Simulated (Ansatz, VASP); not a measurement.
Te5As in VASP and in Ansatz

INCAR

```
ALGO     = Normal         # electronic algorithm
EDIFF    = 1E-6           # SCF threshold, eV
ENCUT    = 520            # plane-wave cutoff, eV
GGA      = PE             # functional
ISIF     = 2              # what is computed and relaxed
ISMEAR   = 0              # smearing method
LASPH    = T              # aspherical terms in the spheres
LCHARG   = F              # write CHGCAR
LREAL    = F              # projectors in reciprocal space
LWAVE    = F              # write WAVECAR
NBANDS   = 26             # bands
NELM     = 100            # most SCF steps
PREC     = Accurate       # precision mode
SIGMA    = 0.1            # smearing width, eV
```

File KPOINTS:

```
k-points
0
Gamma
  6 6 1
```

File POSCAR:

```
Te5As
1.0
    3.7627379000      0.0000000000      0.0000000000
   -1.8813689500      3.2586266100      0.0000000000
    0.0000000000      0.0000000000     19.3138176100
Te As
5 1
Direct
    0.6666666700      0.3333333300      0.8184250000
    0.3333333300      0.6666666700      0.6598208500
    0.6666666700      0.3333333300      0.5000000000
    0.3333333300      0.6666666700      0.3401791500
    0.6666666700      0.3333333300      0.1815750000
    0.3333333300      0.6666666700      0.0000000000
```

Input for Ansatz:

```yaml
crystal:
  lattice:
    - [3.7627379, 0.0, 0.0]
    - [-1.88136895, 3.25862661, 0.0]
    - [0.0, 0.0, 19.31381761]
  atoms:
    - { symbol: Te, position: [0.66666667, 0.33333333, 0.818425] }
    - { symbol: Te, position: [0.33333333, 0.66666667, 0.65982085] }
    - { symbol: Te, position: [0.66666667, 0.33333333, 0.5] }
    - { symbol: Te, position: [0.33333333, 0.66666667, 0.34017915] }
    - { symbol: Te, position: [0.66666667, 0.33333333, 0.181575] }
    - { symbol: As, position: [0.33333333, 0.66666667, 0.0] }
basis:
  ecutwfc: 420
kpoints:
  mp_grid: { grid: [6, 6, 1] }
hamiltonian:
  xc: pbe
scf:
  occupations: { method: gaussian, width: 0.1 }
  lower_state_search: "off"
output:
  forces: true
  stress: true
  eigenvalues: true
```

Change from the starting cell: species swapped into the CeMg5 type (P-6m2, No. 187).

Alike in both runs: task single point; functional PBE; k mesh 6 × 6 × 1; occupations gaussian, width 0.1 eV; no spin polarisation.

|  | VASP | Ansatz |
| --- | --- | --- |
| version | VASP 6.6.1 | Ansatz 0.2.0 |
| potentials or method | VASP PAW PBE potentials, release 64 (Te, As), cutoff 520 eV | scalar-relativistic, plane waves, PAW |
| valence electrons in the cell | 35 | 95 |

|  | VASP | Ansatz | Ansatz less VASP |
| --- | --- | --- | --- |
| gap on the k mesh at the Fermi level (eV) | none | none | - |
| pressure (GPa) | -8.1 | -8.1 | +0.02 |
| traceless stress, the component that is largest in VASP (GPa) | -0.26 | -0.26 | -0.001 |
| rms of the force components (eV/Å) | 0.057 | 0.056 | -0.0006 |

Atom by atom the forces differ by 0.001 eV/Å (rms over components). A gap of «none» marks a metal or a gap that the smearing closes. VASP's potentials hold 35 valence electrons a cell and Ansatz's 95, so a difference there can come from the potentials and not from the codes.

Neither program's run includes spin-orbit coupling.
